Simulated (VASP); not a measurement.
Wanted: the native input for a VASP 6.6.1 run.

| Item | Value |
| --- | --- |
| Task | single point |
| Functional | PBE |
| Potentials or basis | VASP PAW PBE potentials, release 64 (Y_sv) |
| Cutoff | 520 eV |
| k mesh | 8 × 8 × 5 |
| Occupations | fermi-dirac, width 0.1 eV |
| Spin | no spin polarisation |
| Dipole correction | no |
| Further INCAR settings | ALGO = Normal; EDIFF = 1e-07; NBANDS = 18 |

The structure of Y lies in POSCAR:

```
Y
1.0
    3.6535431712      0.0000000000      0.0000000000
   -1.8267715856      3.1640612001      0.0000000000
    0.0000000000      0.0000000000      5.6988610241
Y
2
Direct
    0.3333333333      0.6666666667      0.2500000000
    0.6666666667      0.3333333333      0.7500000000
```

One way to write it, as run:

INCAR

```
SYSTEM = Y
ALGO = Normal
EDIFF = 1E-7
ENCUT = 520
GGA = PE
ISIF = 2
ISMEAR = -1
LASPH = .TRUE.
LCHARG = .FALSE.
LREAL = .FALSE.
LWAVE = .FALSE.
NBANDS = 18
NELM = 80
PREC = Accurate
SIGMA = 0.1
```

KPOINTS

```
k-points
0
G
  8 8 5
  0 0 0
```

Potentials or basis: VASP PAW PBE potentials, release 64 (Y_sv).

Command:

```bash
$ cat potpaw_PBE.64/Y_sv/POTCAR > POTCAR
$ mpirun -np 1 vasp_std > vasp.out
```

Results of the run:

* Pressure: -0.1 GPa
* Band gap on the k mesh: zero (bands 11 and 12 overlap by 1.38 eV)

Run time: 2.1 min on 1 thread of Intel Xeon 8259CL (shared host), peak memory 0.19 GiB.
